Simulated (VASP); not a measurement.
A run of VASP 6.6.1 is set up as follows.

File POSCAR:

```
LiCl
1.0
    0.0000000000      2.5561986890      2.5561986890
    2.5561986890      0.0000000000      2.5561986890
    2.5561986890      2.5561986890      0.0000000000
Li Cl
1 1
Direct
    0.0000000000      0.0000000000      0.0000000000
    0.5000000000      0.5000000000      0.5000000000
```

File INCAR.step1:

```
ALGO = Normal
EDIFF = 1E-5
ENCUT = 830
GGA = PE
GGA_COMPAT = False
ISMEAR = 0
LASPH = True
LCHARG = False
LREAL = False
LWAVE = True
NBANDS = 12
NELM = 120
PREC = Accurate
SIGMA = 0.01
```

The input INCAR.step2:

```
ALGO = Normal
EDIFF = 1E-6
ENCUT = 830
GGA_COMPAT = False
ISIF = 2
ISMEAR = 0
ISTART = 1
LASPH = True
LCHARG = True
LELF = True
LMIXTAU = True
LREAL = False
LVHAR = True
LWAVE = False
METAGGA = R2SCAN
NBANDS = 12
NELM = 120
PREC = Accurate
SIGMA = 0.01
```

The input KPOINTS:

```
k-points
0
Gamma
  8 8 8
```

Potentials or basis: VASP PAW PBE potentials, release 64 (Li_sv, Cl).

Launch:

```bash
$ cat potpaw_PBE.64/Li_sv/POTCAR potpaw_PBE.64/Cl/POTCAR > POTCAR
$ cp INCAR.step1 INCAR
$ mpirun -np 1 vasp_std > vasp.out
$ cp INCAR.step2 INCAR
$ mpirun -np 1 vasp_std > vasp.out
```

(1) Estimate the band gap on the k mesh.

(2) What does it give for the pressure?

Results:

(1) 7.36 eV.

(2) -0.5 GPa.

Caveat: the PAW data sets were made with another functional, which shifts forces and pressure a little.
